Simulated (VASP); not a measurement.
Input of a VASP 6.6.1 run:

File POSCAR:

```
CdF2
1.0
    0.0000000000      2.7197861389      2.7197861389
    2.7197861389      0.0000000000      2.7197861389
    2.7197861389      2.7197861389      0.0000000000
Cd F
1 2
Direct
    0.0000000000      0.0000000000      0.0000000000
    0.2500000000      0.2500000000      0.2500000000
    0.7500000000      0.7500000000      0.7500000000
```

The input INCAR.step1:

```
PREC = Accurate
ENCUT = 600
ISMEAR = 0
SIGMA = 0.02
LREAL = False
LASPH = True
NELM = 60
GGA = PE
ALGO = Normal
EDIFF = 1E-4
LWAVE = True
LCHARG = False
```

File INCAR.step2:

```
PREC = Accurate
ENCUT = 600
EDIFF = 1E-6
ISMEAR = 0
SIGMA = 0.02
LREAL = False
LASPH = True
NELM = 60
ALGO = Normal
ISIF = 3
LWAVE = False
LCHARG = False
METAGGA = R2SCAN
LMIXTAU = True
IBRION = 2
NSW = 70
EDIFFG = -0.008
PSTRESS = -30.0
ISTART = 1
```

Contents of KPOINTS:

```
Automatic mesh
0
Gamma
  8 8 8
```

Potentials or basis: VASP PAW PBE potentials, release 64 (Cd, F).

Launch:

```sh
$ cat potpaw_PBE.64/Cd/POTCAR potpaw_PBE.64/F/POTCAR > POTCAR
$ cp INCAR.step1 INCAR
$ mpirun -np 1 vasp_std > vasp.out
$ cp INCAR.step2 INCAR
$ mpirun -np 1 vasp_std > vasp.out
```

(1) Predict the relaxed volume.

(2) Predict the relaxed cell.

(3) Predict the band gap on the k mesh.

Results:

(1) 13.50 Å³/atom.

(2) a = 3.855 Å, b = 3.855 Å, c = 3.855 Å, α = 60.00°, β = 60.00°, γ = 60.00°.

(3) 3.63 eV (least direct gap 4.17 eV).

Caveat: the cell is relaxed towards a set pressure, so the run minimises the enthalpy, not the energy; the PAW data sets were made with another functional, which shifts forces and pressure a little.
